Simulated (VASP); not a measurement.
Crystal: InAs.

```
In As
1.0
     0.00000    2.89636    2.89636
     2.89636    0.00000    2.89636
     2.89636    2.89636    0.00000
In As
1 1
Direct
  0.50000 0.50000 0.50000
  0.00000 0.00000 0.00000
```

Base run:

- Program: VASP 6.6.1
- Functional: PBEsol
- Potentials or basis: VASP PAW PBE potentials, release 64 (In_d, As)
- Cutoff: 520 eV
- k mesh: 8 × 8 × 8
- Occupations: fermi-dirac, width 0.05 eV
- Spin: no spin polarisation

Its results: band gap on the k mesh zero (band 9 reaches 5.90 eV, above the bottom of band 10 at 3.38 eV); pressure -4.3 GPa.

Q: The run is repeated on the same cell with these changes: functional from PBEsol to PBE. What comes out?

A: Band gap on the k mesh zero (band 9 reaches 6.04 eV, above the bottom of band 10 at 3.54 eV); pressure -1.2 GPa.

PBE binds less tightly than PBEsol, so the same cell stands under more pressure.

Caveats: spin-orbit coupling is left out, which moves the levels of the heavy elements; the PAW data sets were made with another functional, which shifts forces and pressure a little (some runs).
